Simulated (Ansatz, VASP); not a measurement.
## Two plane-wave programs on ZrB

```
Zr B
1.0
     1.96143   -1.98572    0.00000
     1.96143    1.98572    0.00000
     0.00000    0.00000    4.01395
Zr B
1 1
Direct
  0.00000 0.00000 0.50000
  0.50000 0.50000 0.50000
```

Alike in both runs: task relaxation of cell and atoms; functional revPBE; k mesh 10 × 10 × 7; occupations fermi-dirac, width 0.05 eV; no spin polarisation.

|  | VASP | Ansatz |
| --- | --- | --- |
| version | VASP 6.6.1 | Ansatz 0.2.0 |
| potentials or method | VASP PAW PBE potentials, release 64 (Zr_sv, B) | Ansatz PAW |
| plane-wave cutoff (eV) | 600 | 420 |
| valence electrons in the cell | 15 | 15 |

Ansatz gave:

| Quantity | Value |
| --- | --- |
| gap on the k mesh at the Fermi level, each at its own relaxed structure (eV) | none |
| relaxed volume (Å³/atom) | 17.48 |
| relaxed cell length with the largest relative difference (Å) | 2.991 |

Problem. What did VASP give for the same quantities?

Solution. gap on the k mesh at the Fermi level, each at its own relaxed structure (eV): none; relaxed volume (Å³/atom): 17.50; relaxed cell length with the largest relative difference (Å): 2.992.

VASP's potentials were made for PBE, not for revPBE. A gap of «none» marks a metal or a gap that the smearing closes.

Noted on Ansatz's run: the plane-wave basis is chosen anew once the cell has moved, so the energies of steps on either side of that aren't comparable.
